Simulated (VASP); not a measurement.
Ge, 2 atoms in the cell. It takes space group Fd-3m (No. 227, cubic). Conventional cell: a = 5.621 Å, b = 5.621 Å, c = 5.621 Å, α = 90.00°, β = 90.00°, γ = 90.00°. Ge (site symmetry -43m) has 4 Ge at 2.43 Å within 3.2 Å. 

- Program: VASP 6.6.1
- Task: single point
- Functional: LDA
- Potentials or basis: VASP PAW LDA potentials, release 64 (Ge_d)
- Cutoff: 500 eV
- k mesh: 12 × 12 × 12
- Occupations: gaussian, width 0.1 eV
- Spin: no spin polarisation
- Dipole correction: no
- Further INCAR settings: ALGO = Normal; EDIFF = 1e-06; NBANDS = 21

Potentials or basis: VASP PAW LDA potentials, release 64 (Ge_d).

Command:

```console
$ cat potpaw_LDA.64/Ge_d/POTCAR > POTCAR
$ mpirun -np 1 vasp_std > vasp.out
```

Hardware: 1 thread of Intel(R) Xeon(R) Platinum 8375C CPU @ 2.90GHz (Ice Lake), with other jobs on the host.

Q: Estimate the wall time of this run.

A: Run time: 45 s on 1 thread of Intel(R) Xeon(R) Platinum 8375C CPU @ 2.90GHz (Ice Lake), on a shared host, peak memory 0.17 GiB. Counts: scf iterations 11, k points 72.
